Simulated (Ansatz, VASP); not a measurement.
## Fe: VASP beside Ansatz

```
Fe
1.0
     0.00000    2.40172    2.40172
     2.40172    0.00000    2.40172
     2.40172    2.40172    0.00000
Fe
2
Cartesian
  0.0000 0.0000 0.0000
  1.2009 1.2009 1.2009
```

Alike in both runs: task relaxation of cell and atoms; functional PBEsol; k mesh 20 × 20 × 20; occupations gaussian, width 0.1 eV; no spin polarisation.

|  | VASP | Ansatz |
| --- | --- | --- |
| version | VASP 6.6.1 | Ansatz 0.2.0 |
| potentials or method | VASP PAW PBE potentials, release 64 (Fe), cutoff 600 eV | scalar-relativistic, plane waves, PAW |
| valence electrons in the cell | 16 | 32 |

```csv
,VASP,Ansatz,Ansatz less VASP
"gap on the k mesh at the Fermi level, each at its own relaxed structure (eV)",none,none,-
relaxed volume (Å³/atom),13.71,13.86,+0.146
relaxed cell length with the largest relative difference (Å),3.385,3.397,+0.0119
```

VASP's potentials were made for PBE, not for PBEsol. A gap of «none» marks a metal or a gap that the smearing closes. VASP's potentials hold 16 valence electrons a cell and Ansatz's 32, so a difference there can come from the potentials and not from the codes.
